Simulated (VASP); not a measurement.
Input of a VASP 6.6.1 run:

The input INCAR:

```
ALGO = Normal
EDIFF = 1E-6
ENCUT = 520
GGA = CA
ISIF = 2
ISMEAR = 0
LASPH = T
LCHARG = T
LELF = T
LREAL = F
LVHAR = T
LWAVE = F
NBANDS = 12
NELM = 60
PREC = Accurate
SIGMA = 0.15
```

KPOINTS

```
k-points
0
Gamma
  20 20 20
```

POSCAR

```
Zn
1.0
   -1.5056386871      1.5056386871      1.5658642346
    1.5056386871     -1.5056386871      1.5658642346
    1.5056386871      1.5056386871     -1.5658642346
Zn
1
Direct
    0.0000000000      0.0000000000      0.0000000000
```

Potentials or basis: VASP PAW LDA potentials, release 64 (Zn).

Command:

```console
$ cat potpaw_LDA.64/Zn/POTCAR > POTCAR
$ mpirun -np 1 vasp_std > vasp.out
```

Task: Predict the pressure.

Result: -2.7 GPa.

Task: What does it give for the band gap on the k mesh?

Result: Zero (band 6 reaches 7.07 eV, above the bottom of band 7 at 2.47 eV).

Stress tensor (GPa, compression positive):
```
-3.26  0.00  0.00
 0.00 -3.26  0.00
 0.00  0.00 -1.53
```

Caveat: the cell differs from its parent crystal (normal strain along x +0.0000, normal strain along z +0.0400).
